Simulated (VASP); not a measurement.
# Si (Cmcm) in VASP: relaxation of cell and atoms with PBE

Aim: the relaxation of cell and atoms of Si with PBE.

Everything below comes from runs of VASP 6.6.1. Logs are shortened: lines on timing, memory, paths and dates and some standing lists are left out, and cuts for length are marked.

## 1. The cell of the first run

The structure is orthorhombic, space group Cmcm (No. 63). The conventional cell has a = 7.403 Å, b = 7.676 Å, c = 6.754 Å, α = 90.00°, β = 90.00°, γ = 90.00°. Within 3.1 Å of Si (site symmetry 1) lie 4 Si at 2.35 to 2.40 Å.

The cell was generated, and may not be a known phase.

## 2. Relaxation of cell and atoms, PBE

The input, INCAR:

```
ALGO = Normal ; EDIFF = 1E-6
EDIFFG = -0.01 ; ENCUT = 600
GGA = PE ; IBRION = 2
ISIF = 3 ; ISMEAR = 0
LASPH = T ; LCHARG = F
LREAL = F ; LWAVE = F
NELM = 60 ; NSW = 100
PREC = Accurate ; SIGMA = 0.02
```

The input, KPOINTS:

```
k-points
0
Gamma
  6 6 4
```

The input, POSCAR:

```
Si
1.0
    3.7015103165     -3.8379191979      0.0000000000
    3.7015103165      3.8379191979      0.0000000000
    0.0000000000      0.0000000000      6.7536215676
Si
8
Direct
    0.6974115978      0.9784768902      0.4265604063
    0.9784768902      0.6974115978      0.9265604063
    0.3025884022      0.0215231098      0.9265604063
    0.6974115978      0.9784768902      0.0734395937
    0.3025884022      0.0215231098      0.5734395937
    0.0215231098      0.3025884022      0.4265604063
    0.9784768902      0.6974115978      0.5734395937
    0.0215231098      0.3025884022      0.0734395937
```

Potentials or basis: VASP PAW PBE potentials, release 64 (Si).

Run with:

```sh
cat potpaw_PBE.64/Si/POTCAR > POTCAR
mpirun -np 1 vasp_std > vasp.out
```

OUTCAR:

```text
EDIFF = 1E-6
   EDIFFG = -0.01
   ENCUT = 600
   GGA = PE
   IBRION = 2
   ISIF = 3
   ISMEAR = 0
   LASPH = T
   LREAL = F
   NELM = 60
   NSW = 100
   PREC = Accurate

 ion  position               nearest neighbor table
   1  0.697  0.978  0.427-   5 2.35   7 2.37   4 2.38   6 2.40
   2  0.978  0.697  0.927-   8 2.35   4 2.37   7 2.38   3 2.40
   3  0.303  0.022  0.927-   4 2.35   8 2.37   5 2.38   2 2.40
   4  0.697  0.978  0.073-   3 2.35   2 2.37   1 2.38   8 2.40
   5  0.303  0.022  0.573-   1 2.35   6 2.37   3 2.38   7 2.40
   6  0.022  0.303  0.427-   7 2.35   5 2.37   8 2.38   1 2.40
   7  0.978  0.697  0.573-   6 2.35   1 2.37   2 2.38   5 2.40
   8  0.022  0.303  0.073-   2 2.35   3 2.37   6 2.38   4 2.40

  LATTYP: Found a base centered orthorhombic cell.
 ALAT       =     7.4030206330
 B/A-ratio  =     1.0368522224
 C/A-ratio  =     0.9122791766

  Lattice vectors:

 A1 = (   3.7015103165,  -3.8379191979,   0.0000000000)
 A2 = (   3.7015103165,   3.8379191979,   0.0000000000)
 A3 = (   0.0000000000,   0.0000000000,   6.7536215676)

Analysis of symmetry for initial positions (statically):
=====================================================================
 Subroutine PRICEL returns:
 Original cell was already a primitive cell.

 Routine SETGRP: Setting up the symmetry group for a
 base centered orthorhombic supercell.

 Subroutine GETGRP returns: Found  8 space group operations
 (whereof  4 operations were pure point group operations)
 out of a pool of  8 trial point group operations.

The static configuration has the point symmetry C_2h.
 The point group associated with its full space group is D_2h.

Analysis of symmetry for dynamics (positions and initial velocities):
=====================================================================
 Subroutine PRICEL returns:
 Original cell was already a primitive cell.

 Routine SETGRP: Setting up the symmetry group for a
 base centered orthorhombic supercell.

 Subroutine GETGRP returns: Found  8 space group operations
 (whereof  4 operations were pure point group operations)
 out of a pool of  8 trial point group operations.

The dynamic configuration has the point symmetry C_2h.
 The point group associated with its full space group is D_2h.

 Subroutine INISYM returns: Found  8 space group operations
 (whereof  4 operations are pure point group operations),
 and found     1 'primitive' translations

----------------------------------------------------------------------------------------

                                     Primitive cell

  volume of cell :     191.8852

  direct lattice vectors                    reciprocal lattice vectors
     3.701510316 -3.837919198  0.000000000     0.135079996 -0.130278928  0.000000000
     3.701510316  3.837919198  0.000000000     0.135079996  0.130278928  0.000000000
     0.000000000  0.000000000  6.753621568     0.000000000  0.000000000  0.148068705

  length of vectors
     5.332054238  5.332054238  6.753621568     0.187667804  0.187667804  0.148068705

  position of ions in fractional coordinates (direct lattice)
     0.697411598  0.978476890  0.426560406
     0.978476890  0.697411598  0.926560406
     0.302588402  0.021523110  0.926560406
     0.697411598  0.978476890  0.073439594
     0.302588402  0.021523110  0.573439594
     0.021523110  0.302588402  0.426560406
     0.978476890  0.697411598  0.573439594
     0.021523110  0.302588402  0.073439594

  ion indices of the primitive-cell ions
   primitive index   ion index
                 1           1
                 2           2
                 3           3
                 4           4
                 5           5
                 6           6
                 7           7
                 8           8

----------------------------------------------------------------------------------------

 KPOINTS: k-points

Automatic generation of k-mesh.
 Grid dimensions read from file:
 generate k-points for:    6    6    4

 Generating k-lattice:

  Cartesian coordinates                     Fractional coordinates (reciprocal lattice)
     0.022513333 -0.021713155  0.000000000     0.166666667  0.000000000  0.000000000
     0.022513333  0.021713155  0.000000000     0.000000000  0.166666667  0.000000000
     0.000000000  0.000000000  0.037017176     0.000000000  0.000000000  0.250000000

  Length of vectors
     0.031277967  0.031277967  0.037017176

  Shift w.r.t. Gamma in fractional coordinates (k-lattice)
     0.000000000  0.000000000  0.000000000

 Subroutine IBZKPT returns following result:
 ===========================================

 Found     39 irreducible k-points:

 Following reciprocal coordinates:
            Coordinates               Weight
  0.000000  0.000000  0.000000      1.000000
  0.166667  0.000000  0.000000      4.000000
  0.333333  0.000000  0.000000      4.000000
  0.500000  0.000000  0.000000      2.000000
  0.166667  0.166667  0.000000      2.000000
  0.333333  0.166667  0.000000      4.000000
[... 16 lines left out ...]
  0.333333  0.333333  0.250000      4.000000
  0.500000  0.333333  0.250000      8.000000
 [... further k-points ...]
   k-points           NKPTS =     39   k-points in BZ     NKDIM =     39   number of bands    NBANDS=     21
   number of dos      NEDOS =    301   number of ions     NIONS =      8
   total plane-waves  NPLWV = 124416
   dimension x,y,z NGX =    48 NGY =   48 NGZ =   54
   dimension x,y,z NGXF=    96 NGYF=   96 NGZF=  108
   ions per type =               8
   NGX,Y,Z   is equivalent  to a cutoff of  14.97, 14.97, 13.29 a.u.
   NGXF,Y,Z  is equivalent  to a cutoff of  29.93, 29.93, 26.59 a.u.
 SYSTEM =  unknown system
   PREC   = accura    normal or accurate (medium, high low for compatibility)
   ISTART =      0    job   : 0-new  1-cont  2-samecut
   ICHARG =      2    charge: 1-file 2-atom 10-const
   ISPIN  =      1    spin polarized calculation?
   LNONCOLLINEAR =      F non collinear calculations
   LSORBIT =      F    spin-orbit coupling
   LASPH  =      T    aspherical Exc in radial PAW
   ENCUT  =  600.0 eV  44.10 Ry    6.64 a.u.  10.65 10.65 13.49*2*pi/ulx,y,z
   NELM   =     60;   NELMIN=  2; NELMDL= -5     # of ELM steps
   EDIFF  = 0.1E-05   stopping-criterion for ELM
   LREAL  =      F    real-space projection
   EDIFFG = -.1E-01   stopping-criterion for IOM
   NSW    =    100    number of steps for IOM
   IBRION =      2    ionic relax: 0-MD 1-quasi-New 2-CG
   NFREE  =      1    steps in history (QN), initial steepest desc. (CG)
   ISIF   =      3    stress and relaxation
   ISYM   =      2    0-nonsym 1-usesym 2-fastsym
   POTIM  = 0.5000    time-step for ionic-motion
   TEBEG  =    0.0;   TEEND  =   0.0 temperature during run
   PSTRESS=    0.0 pullay stress
   NELECT =      32.0000    total number of electrons
   NUPDOWN=      -1.0000    fix difference up-down
   EMIN   =  10.00;   EMAX   =-10.00  energy-range for DOS
   EFERMI =   0.00;   METHOD = LEGACY
   ISMEAR =     0;   SIGMA  =   0.02  broadening in eV -4-tet -1-fermi 0-gaus
   EFERMI_NEDOS =   21; number of points for ismear=-14 and -15
   IALGO  =     38    algorithm
   IMIX   =      4    mixing-type and parameters
     AMIX     =   0.40;   BMIX     =  1.00
     AMIX_MAG =   1.60;   BMIX_MAG =  1.00
  volume/ion in A,a.u.               =      23.99       161.86
  Fermi-wavevector in a.u.,A,eV,Ry     =   0.901110  1.702850 11.047912  0.811999
  Thomas-Fermi vector in A             =   2.024150
   LORBIT       =      0    0 simple, 1 ext, 2 COOP (PROOUT), +10 PAW based schemes
   GGA     = PE    functional components
   LHFCALC =     F    Hartree Fock is set to
   AEXX    =    0.0000 exact exchange contribution
   IVDW    =     0    specifies the selected vdW correction
   LEPSILON=     F    determine dielectric tensor
   LRPA    =     F    only Hartree local field effects (RPA)
 conjugate gradient relaxation of ions
 non-spin polarized calculation
 Gauss-broadening in eV      SIGMA  =   0.02
  energy-cutoff  :      600.00
  volume of cell :      191.89
 maximum number of plane-waves:      6434
 NGX is ok and might be reduce to    48
   NGX = 21   NGY = 21   NGZ = 27

--------------------------------------- Ionic step        1  -------------------------------------------

 number of electron      32.0000003 magnetization

 Free energy of the ion-electron system (eV)
  ---------------------------------------------------
  ext. energy  EPLUGINS =         0.00000000
  ---------------------------------------------------
  free energy    TOTEN  =       -41.72216854 eV

  energy without entropy =      -41.72216854  energy(sigma->0) =      -41.72216854

------------------------ aborting loop because EDIFF is reached ----------------------------------------

  FORCE on cell =-STRESS in cart. coord.  units (eV):
  Direction    XX          YY          ZZ          XY          YZ          ZX
  --------------------------------------------------------------------------------------
  -------------------------------------------------------------------------------------
  Total        0.2163563      0.0991409     -0.0013486      0.0000000     -0.0000000      0.0000000
  in kB        1.8065030      0.8277935     -0.0112607      0.0000000     -0.0000000      0.0000000
  external PRESSURE =       0.8743453 kB  Pullay stress =       0.0000000 kB
[... 237 lines left out ...]
  energy  without entropy=      -41.7226821255  energy(sigma->0) =      -41.72268213

--------------------------------------- Ionic step        7  -------------------------------------------

 number of electron      32.0000003 magnetization

 Free energy of the ion-electron system (eV)
  ---------------------------------------------------
  ext. energy  EPLUGINS =         0.00000000
  ---------------------------------------------------
  free energy    TOTEN  =       -41.72273800 eV

  energy without entropy =      -41.72273800  energy(sigma->0) =      -41.72273800

 E-fermi :   4.3434     XC(G=0):  -8.3971

 val. band max:        4.2158534294   @ k =   0.5000   0.5000   0.0000
 cond. band min:       4.9160730620   @ k =   0.3333   0.3333   0.5000
 fundamental gap:      0.7002196325
 Fermi energy:         4.3433937686

 k-point     1 :       0.0000    0.0000    0.0000
  band No.  band energies     occupation
      1      -7.5490      2.00000
      2      -5.4506      2.00000
      3      -4.2705      2.00000
      4      -3.6200      2.00000
      5      -3.0269      2.00000
      6      -1.4844      2.00000
[... 550 lines left out ...]
      5      -3.7222      2.00000
      6      -3.0014      2.00000
[... 13 lines left out ...]
     20       6.6749      0.00000
     21       7.0061      0.00000

 [... further k-points ...]
[... 5 lines left out ...]
  --------------------------------------------------------------------------------------
  -------------------------------------------------------------------------------------
  Total        0.0014827     -0.0134956      0.0559299      0.0000000      0.0000000      0.0000000
  in kB        0.0123589     -0.1124916      0.4662006      0.0000000      0.0000000      0.0000000
  external PRESSURE =       0.1220226 kB  Pullay stress =       0.0000000 kB
[... 23 lines left out ...]
  FREE ENERGIE OF THE ION-ELECTRON SYSTEM (eV)
  ---------------------------------------------------
  free  energy   TOTEN  =       -41.7227380011 eV

  energy  without entropy=      -41.7227380011  energy(sigma->0) =      -41.72273800

 reached required accuracy - stopping structural energy minimisation
```

Run time: 16 min. Hardware: 1 thread of Oxide Virtual Turin-like, shared host; peak memory 0.39 GiB.

What came out:

* Free energy: -41.7227 eV
* Relaxed volume: 24.03 Å³/atom
* Relaxed cell: a = 5.342 Å, b = 5.342 Å, c = 6.738 Å, α = 90.00°, β = 90.00°, γ = 91.83°
* Space group after relaxing (to 0.1 Å): Cmcm (No. 63)
* Energy gained by relaxing: 0.1 meV/atom
* Ionic steps: 7
* Pressure after relaxing: 0.0 GPa
* Largest force after relaxing: 0.010 eV/Å
* Band gap on the k mesh: 0.70 eV (least direct gap 0.99 eV)

Forces in eV/Å, atoms in the order of the input:
```
Si   0.004  0.006 -0.007
Si   0.004 -0.006 -0.007
Si  -0.004 -0.006 -0.007
Si   0.004  0.006  0.007
Si  -0.004 -0.006  0.007
Si  -0.004  0.006 -0.007
Si   0.004 -0.006  0.007
Si  -0.004  0.006  0.007
```

Step by step:
| step | energy change (eV) | largest force (eV/Å) | pressure (GPa) | volume (Å³) |
| --- | --- | --- | --- | --- |
| 1 | 0.0000 | 0.0084 | 0.09 | 191.89 |
| 2 | -0.0002 | 0.0191 | -0.04 | 192.25 |
| 3 | -0.0002 | 0.0185 | -0.04 | 192.23 |
| 4 | -0.0003 | 0.0125 | -0.03 | 192.25 |
| 5 | -0.0004 | 0.0210 | -0.02 | 192.29 |
| 6 | -0.0005 | 0.0142 | -0.01 | 192.26 |
| 7 | -0.0006 | 0.0100 | 0.01 | 192.21 |

Final structure:
```
Si
1.0
     3.71674   -3.83743    0.00000
     3.71674    3.83743    0.00000
     0.00000    0.00000    6.73829
Si
8
Cartesian
  6.2331 1.0804 2.8772
  6.2331 -1.0804 6.2464
  1.2004 -1.0804 6.2464
  6.2331 1.0804 0.4919
  1.2004 -1.0804 3.8611
  1.2004 1.0804 2.8772
  6.2331 -1.0804 3.8611
  1.2004 1.0804 0.4919
```

Caveat: semilocal functionals underestimate gaps, and a narrow one can read as zero.
